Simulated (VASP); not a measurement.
# CsLu (P4/nmm) in VASP: further runs

CsLu is run at these levels: PBE; tasks: single point.

Everything below comes from runs of VASP 6.6.1. Logs are shortened: lines on timing, memory, paths and dates and some standing lists are left out, and cuts for length are marked.

## (1) The cell of the first run

The structure is tetragonal, space group P4/nmm (No. 129). Conventional cell: a = 3.811 Å, b = 3.811 Å, c = 11.144 Å, α = 90.00°, β = 90.00°, γ = 90.00°. Within 5.0 Å of Cs (site symmetry 4mm) lie 8 Cs at 3.81 to 3.90 Å and 4 Lu at 3.91 Å. Lu (site symmetry 4mm) has 8 Lu at 3.78 to 3.81 Å and 4 Cs at 3.91 Å within 5.0 Å.

The cell was generated, and may not be a known phase.

## (2) Single point, PBE

Input file INCAR:

```
  ALGO = Normal
  EDIFF = 1E-7
  ENCUT = 520
  GGA = PE
  ISIF = 2
  ISMEAR = 0
  LASPH = True
  LCHARG = False
  LREAL = False
  LWAVE = False
  NBANDS = 42
  NELM = 60
  PREC = Accurate
  SIGMA = 0.1
```

Input file KPOINTS:

```
k-points
0
Gamma
  4 4 2
```

Input file POSCAR:

```
CsLu
1.0
    3.8110206000      0.0000000000      0.0000000000
    0.0000000000      3.8110206000      0.0000000000
    0.0000000000      0.0000000000     11.1441534800
Cs Lu
2 2
Direct
    0.0000000000      0.5000000000      0.8735441600
    0.5000000000      0.0000000000      0.1264558400
    0.0000000000      0.5000000000      0.3811658300
    0.5000000000      0.0000000000      0.6188341700
```

Potentials or basis: VASP PAW PBE potentials, release 64 (Cs_sv, Lu).

On the command line:

```console
$ cat potpaw_PBE.64/Cs_sv/POTCAR potpaw_PBE.64/Lu/POTCAR > POTCAR
$ mpirun -np 1 vasp_std > vasp.out
```

OUTCAR:

```text
EDIFF = 1E-7
   ENCUT = 520
   GGA = PE
   ISIF = 2
   ISMEAR = 0
   LASPH = True
   LREAL = False
   NELM = 60
   PREC = Accurate

 ion  position               nearest neighbor table
   1  0.000  0.500  0.874-
   2  0.500  0.000  0.126-
   3  0.000  0.500  0.381-   4 3.78   4 3.78   4 3.78   4 3.78
   4  0.500  0.000  0.619-   3 3.78   3 3.78   3 3.78   3 3.78

  LATTYP: Found a simple tetragonal cell.
 ALAT       =     3.8110206000
 C/A-ratio  =     2.9241913518

  Lattice vectors:

 A1 = (   3.8110206000,   0.0000000000,   0.0000000000)
 A2 = (   0.0000000000,   3.8110206000,   0.0000000000)
 A3 = (   0.0000000000,   0.0000000000,  11.1441534800)

Analysis of symmetry for initial positions (statically):
=====================================================================
 Subroutine PRICEL returns:
 Original cell was already a primitive cell.

 Routine SETGRP: Setting up the symmetry group for a
 simple tetragonal supercell.

 Subroutine GETGRP returns: Found 16 space group operations
 (whereof  8 operations were pure point group operations)
 out of a pool of 16 trial point group operations.

The static configuration has the point symmetry D_2d.
 The point group associated with its full space group is D_4h.

Analysis of symmetry for dynamics (positions and initial velocities):
=====================================================================
 Subroutine PRICEL returns:
 Original cell was already a primitive cell.

 Routine SETGRP: Setting up the symmetry group for a
 simple tetragonal supercell.

 Subroutine GETGRP returns: Found 16 space group operations
 (whereof  8 operations were pure point group operations)
 out of a pool of 16 trial point group operations.

The dynamic configuration has the point symmetry D_2d.
 The point group associated with its full space group is D_4h.

 Subroutine INISYM returns: Found 16 space group operations
 (whereof  8 operations are pure point group operations),
 and found     1 'primitive' translations

----------------------------------------------------------------------------------------

                                     Primitive cell

  volume of cell :     161.8563

  direct lattice vectors                    reciprocal lattice vectors
     3.811020600  0.000000000  0.000000000     0.262396902  0.000000000  0.000000000
     0.000000000  3.811020600  0.000000000     0.000000000  0.262396902  0.000000000
     0.000000000  0.000000000 11.144153480     0.000000000  0.000000000  0.089733150

  length of vectors
     3.811020600  3.811020600 11.144153480     0.262396902  0.262396902  0.089733150

  position of ions in fractional coordinates (direct lattice)
     0.000000000  0.500000000  0.873544160
     0.500000000  0.000000000  0.126455840
     0.000000000  0.500000000  0.381165830
     0.500000000  0.000000000  0.618834170

  ion indices of the primitive-cell ions
   primitive index   ion index
                 1           1
                 2           2
                 3           3
                 4           4

----------------------------------------------------------------------------------------

 KPOINTS: k-points

Automatic generation of k-mesh.
 Grid dimensions read from file:
 generate k-points for:    4    4    2

 Generating k-lattice:

  Cartesian coordinates                     Fractional coordinates (reciprocal lattice)
     0.065599226  0.000000000  0.000000000     0.250000000  0.000000000  0.000000000
     0.000000000  0.065599226  0.000000000     0.000000000  0.250000000  0.000000000
     0.000000000  0.000000000  0.044866575     0.000000000  0.000000000  0.500000000

  Length of vectors
     0.065599226  0.065599226  0.044866575

  Shift w.r.t. Gamma in fractional coordinates (k-lattice)
     0.000000000  0.000000000  0.000000000

 Subroutine IBZKPT returns following result:
 ===========================================

 Found     12 irreducible k-points:

 Following reciprocal coordinates:
            Coordinates               Weight
  0.000000  0.000000  0.000000      1.000000
  0.250000  0.000000  0.000000      4.000000
  0.500000  0.000000  0.000000      2.000000
  0.250000  0.250000  0.000000      4.000000
  0.500000  0.250000  0.000000      4.000000
  0.500000  0.500000  0.000000      1.000000
  0.000000  0.000000  0.500000      1.000000
  0.250000  0.000000  0.500000      4.000000
  0.500000  0.000000  0.500000      2.000000
  0.250000  0.250000  0.500000      4.000000
  0.500000  0.250000  0.500000      4.000000
  0.500000  0.500000  0.500000      1.000000
   k-points           NKPTS =     12   k-points in BZ     NKDIM =     12   number of bands    NBANDS=     42
   number of dos      NEDOS =    301   number of ions     NIONS =      4
   total plane-waves  NPLWV =  65856
   dimension x,y,z NGX =    28 NGY =   28 NGZ =   84
   dimension x,y,z NGXF=    56 NGYF=   56 NGZF=  168
   ions per type =               2   2
   NGX,Y,Z   is equivalent  to a cutoff of  12.21, 12.21, 12.53 a.u.
   NGXF,Y,Z  is equivalent  to a cutoff of  24.43, 24.43, 25.06 a.u.
 SYSTEM =  unknown system
   PREC   = accura    normal or accurate (medium, high low for compatibility)
   ISTART =      0    job   : 0-new  1-cont  2-samecut
   ICHARG =      2    charge: 1-file 2-atom 10-const
   ISPIN  =      1    spin polarized calculation?
   LNONCOLLINEAR =      F non collinear calculations
   LSORBIT =      F    spin-orbit coupling
   LASPH  =      T    aspherical Exc in radial PAW
   ENCUT  =  520.0 eV  38.22 Ry    6.18 a.u.   7.09  7.09 20.72*2*pi/ulx,y,z
   NELM   =     60;   NELMIN=  2; NELMDL= -5     # of ELM steps
   EDIFF  = 0.1E-06   stopping-criterion for ELM
   LREAL  =      F    real-space projection
   EDIFFG = 0.1E-05   stopping-criterion for IOM
   NSW    =      0    number of steps for IOM
   IBRION =     -1    ionic relax: 0-MD 1-quasi-New 2-CG
   NFREE  =      0    steps in history (QN), initial steepest desc. (CG)
   ISIF   =      2    stress and relaxation
   ISYM   =      2    0-nonsym 1-usesym 2-fastsym
   POTIM  = 0.5000    time-step for ionic-motion
   TEBEG  =    0.0;   TEEND  =   0.0 temperature during run
   PSTRESS=    0.0 pullay stress
   NELECT =      68.0000    total number of electrons
   NUPDOWN=      -1.0000    fix difference up-down
   EMIN   =  10.00;   EMAX   =-10.00  energy-range for DOS
   EFERMI =   0.00;   METHOD = LEGACY
   ISMEAR =     0;   SIGMA  =   0.10  broadening in eV -4-tet -1-fermi 0-gaus
   EFERMI_NEDOS =   21; number of points for ismear=-14 and -15
   IALGO  =     38    algorithm
   IMIX   =      4    mixing-type and parameters
     AMIX     =   0.40;   BMIX     =  1.00
     AMIX_MAG =   1.60;   BMIX_MAG =  1.00
  volume/ion in A,a.u.               =      40.46       273.07
  Fermi-wavevector in a.u.,A,eV,Ry     =   1.226125  2.317039 20.454745  1.503381
  Thomas-Fermi vector in A             =   2.361137
   LORBIT       =      0    0 simple, 1 ext, 2 COOP (PROOUT), +10 PAW based schemes
   GGA     = PE    functional components
   LHFCALC =     F    Hartree Fock is set to
   AEXX    =    0.0000 exact exchange contribution
   IVDW    =     0    specifies the selected vdW correction
   LEPSILON=     F    determine dielectric tensor
   LRPA    =     F    only Hartree local field effects (RPA)
 non-spin polarized calculation
 Gauss-broadening in eV      SIGMA  =   0.10
  energy-cutoff  :      520.00
  volume of cell :      161.86
 maximum number of plane-waves:      4380
   NGX = 15   NGY = 15   NGZ = 41

 number of electron      68.0000026 magnetization

 Free energy of the ion-electron system (eV)
  ---------------------------------------------------
  ext. energy  EPLUGINS =         0.00000000
  ---------------------------------------------------
  free energy    TOTEN  =        -7.65687429 eV

  energy without entropy =       -7.60404099  energy(sigma->0) =       -7.63045764

 E-fermi :   2.8020     XC(G=0):  -9.0553

 val. band max:        2.7974342689   @ k =   0.2500   0.0000   0.5000
 cond. band min:       2.8351758339   @ k =   0.5000   0.5000   0.5000
 fundamental gap:      0.0377415650
 Fermi energy:         2.8020096861

 k-point     1 :       0.0000    0.0000    0.0000
  band No.  band energies     occupation
      1     -54.3605      2.00000
      2     -54.3556      2.00000
      3     -25.0677      2.00000
      4     -24.9844      2.00000
      5     -24.9162      2.00000
      6     -24.9162      2.00000
[... 34 lines left out ...]
     41       4.8247      0.00000
     42       5.4172      0.00000

 k-point     2 :       0.2500    0.0000    0.0000
  band No.  band energies     occupation
      1     -54.3587      2.00000
      2     -54.3552      2.00000
      3     -25.0562      2.00000
      4     -25.0058      2.00000
      5     -24.9420      2.00000
      6     -24.9262      2.00000
[... 34 lines left out ...]
     41       4.9624      0.00000
     42       5.1031      0.00000

 k-point     3 :       0.5000    0.0000    0.0000
  band No.  band energies     occupation
      1     -54.3558      2.00000
      2     -54.3558      2.00000
      3     -25.0416      2.00000
      4     -25.0416      2.00000
      5     -24.9632      2.00000
      6     -24.9632      2.00000
[... 34 lines left out ...]
     41       5.0220      0.00000
     42       5.0220      0.00000

 k-point     4 :       0.2500    0.2500    0.0000
  band No.  band energies     occupation
      1     -54.3571      2.00000
      2     -54.3546      2.00000
      3     -25.0445      2.00000
      4     -25.0060      2.00000
      5     -24.9607      2.00000
      6     -24.9383      2.00000
[... 304 lines left out ...]
     41       4.7419      0.00000
     42       5.1525      0.00000

 k-point    11 :       0.5000    0.2500    0.5000
  band No.  band energies     occupation
      1     -54.3547      2.00000
      2     -54.3547      2.00000
      3     -25.0286      2.00000
      4     -25.0286      2.00000
      5     -24.9748      2.00000
      6     -24.9748      2.00000
[... 34 lines left out ...]
     41       5.2214      0.00000
     42       5.2214      0.00000

 k-point    12 :       0.5000    0.5000    0.5000
  band No.  band energies     occupation
      1     -54.3536      2.00000
      2     -54.3536      2.00000
      3     -25.0085      2.00000
      4     -25.0085      2.00000
      5     -25.0049      2.00000
      6     -25.0049      2.00000
[... 34 lines left out ...]
     41       6.0356      0.00000
     42       6.0406      0.00000

------------------------ aborting loop because EDIFF is reached ----------------------------------------

  FORCE on cell =-STRESS in cart. coord.  units (eV):
  Direction    XX          YY          ZZ          XY          YZ          ZX
  --------------------------------------------------------------------------------------
  -------------------------------------------------------------------------------------
  Total        0.7647010      0.7647010      1.5769589      0.0000000     -0.0000000      0.0000000
  in kB        7.5695934      7.5695934     15.6099416      0.0000000     -0.0000000      0.0000000
  external PRESSURE =      10.2497094 kB  Pullay stress =       0.0000000 kB

 VOLUME and BASIS-vectors are now :
 -----------------------------------------------------------------------------
  energy-cutoff  :      520.00
  volume of cell :      161.86
      direct lattice vectors                 reciprocal lattice vectors
     3.811020600  0.000000000  0.000000000     0.262396902  0.000000000  0.000000000
     0.000000000  3.811020600  0.000000000     0.000000000  0.262396902  0.000000000
     0.000000000  0.000000000 11.144153480     0.000000000  0.000000000  0.089733150

 POSITION                                       TOTAL-FORCE (eV/Angst)
 -----------------------------------------------------------------------------------
      0.00000      1.90551      9.73491         0.000000      0.000000      0.007408
      1.90551      0.00000      1.40924        -0.000000      0.000000     -0.007408
      0.00000      1.90551      4.24777        -0.000000      0.000000      1.498556
      1.90551      0.00000      6.89638         0.000000      0.000000     -1.498556
 -----------------------------------------------------------------------------------
    total drift:                                0.000000      0.000000     -0.000000

  FREE ENERGIE OF THE ION-ELECTRON SYSTEM (eV)
  ---------------------------------------------------
  free  energy   TOTEN  =        -7.6568742873 eV

  energy  without entropy=       -7.6040409936  energy(sigma->0) =       -7.63045764
```

Run time: 83 s. Hardware: 1 thread of Intel Xeon Platinum 8488C (Sapphire Rapids), shared host; peak memory 0.29 GiB.

What came out:

| Item | Value |
| --- | --- |
| Free energy | -7.6569 eV |
| Pressure | 1.0 GPa |
| Largest force | 1.499 eV/Å |
| Band gap on the k mesh | zero (bands 34 and 35 overlap by 0.45 eV) |

Forces in eV/Å, atoms in the order of the input:
```
Cs   0.000  0.000  0.007
Cs   0.000  0.000 -0.007
Lu   0.000  0.000  1.499
Lu   0.000  0.000 -1.499
```

Levels at points of the mesh, in eV from the Fermi level:
```csv
k point,band 30,band 31,band 32,band 33,band 34,band 35,band 36,band 37,band 38,band 39
"(0.00, 0.00, 0.00)",-5.76,-4.61,-2.37,-1.01,-0.71,-0.29,0.71,0.94,1.77,1.96
"(0.50, 0.00, 0.00)",-5.75,-2.24,-2.24,-0.32,-0.32,0.72,0.72,0.99,0.99,1.93
"(0.50, 0.50, 0.00)",-5.77,-1.33,-1.33,-0.32,-0.32,-0.17,-0.17,0.50,0.50,0.91
"(0.00, 0.00, 0.50)",-5.76,-4.48,-2.77,-0.78,-0.58,-0.22,0.37,1.41,1.68,2.08
"(0.50, 0.00, 0.50)",-5.75,-2.25,-2.25,-0.16,-0.16,0.36,0.36,1.28,1.28,1.98
"(0.50, 0.50, 0.50)",-5.77,-1.04,-1.04,-0.69,-0.69,-0.13,-0.13,0.03,0.03,1.30
```

Caveat: the k points lie up to 0.41 Å⁻¹ apart; spin-orbit coupling is left out, which moves the levels of the heavy elements; forces of over 1 eV/Å act on the atoms, so gaps and moduli don't describe the material at rest.

## (3) Single point, PBE

This run uses another cell than the first one, of 52.18 Å³/atom.

Input file INCAR:

```
ALGO = Fast ; EDIFF = 1E-6
ENCUT = 520 ; GGA = PE
ISIF = 2 ; ISMEAR = 0
LASPH = True ; LCHARG = False
LREAL = False ; LWAVE = False
NBANDS = 42 ; NELM = 80
PREC = Accurate ; SIGMA = 0.1
```

Input file KPOINTS:

```
k-points
0
Gamma
  12 12 4
```

Input file POSCAR:

```
CsLu
1.0
    3.9482274420      0.0000000000      0.0000000000
    0.0000000000      3.9482274420      0.0000000000
    0.0000000000      0.0000000000     13.3904504431
Cs Lu
2 2
Direct
    0.0000000000      0.5000000000      0.8239917387
    0.5000000000      0.0000000000      0.1760082613
    0.0000000000      0.5000000000      0.4293569838
    0.5000000000      0.0000000000      0.5706430162
```

Potentials or basis: VASP PAW PBE potentials, release 64 (Cs_sv, Lu).

On the command line:

```console
$ cat potpaw_PBE.64/Cs_sv/POTCAR potpaw_PBE.64/Lu/POTCAR > POTCAR
$ mpirun -np 1 vasp_std > vasp.out
```

Wall time 41 min (1 thread of Intel Xeon Platinum 8488C (Sapphire Rapids), shared host); peak memory 0.74 GiB.

The run converged. Its results:

- Free energy: -8.8004 eV
- Pressure: -0.6 GPa
- Largest force: 0.010 eV/Å
- Band gap on the k mesh: zero (bands 34 and 35 overlap by 0.65 eV)

Forces on the atoms (eV/Å):
```
Cs   0.000  0.000  0.004
Cs   0.000  0.000 -0.004
Lu   0.000  0.000 -0.010
Lu   0.000  0.000  0.010
```

Levels at points of the mesh, in eV from the Fermi level:
```
           k point  band 30  band 31  band 32  band 33  band 34  band 35  band 36  band 37  band 38  band 39
(0.00, 0.00, 0.00)    -5.46    -4.60    -2.03    -1.44    -0.59    -0.50     0.78     1.43     1.46     1.51
(0.50, 0.00, 0.00)    -5.45    -2.20    -2.20    -0.28    -0.28     0.40     0.40     1.40     1.41     1.42
(0.50, 0.50, 0.00)    -5.45    -1.10    -1.10    -0.18    -0.18     0.04     0.04     0.81     0.81     0.92
(0.00, 0.00, 0.50)    -5.46    -4.58    -2.27    -0.95    -0.76    -0.50     0.52     1.35     1.68     1.76
(0.50, 0.00, 0.50)    -5.45    -2.20    -2.20    -0.26    -0.26     0.46     0.46     1.18     1.18     1.42
(0.50, 0.50, 0.50)    -5.45    -1.08    -1.08    -0.24    -0.24     0.04     0.04     0.64     0.64     1.18
```

Caveat: spin-orbit coupling is left out, which moves the levels of the heavy elements.

The gap in the log of VASP goes by the Fermi energy; the results here count the filled bands.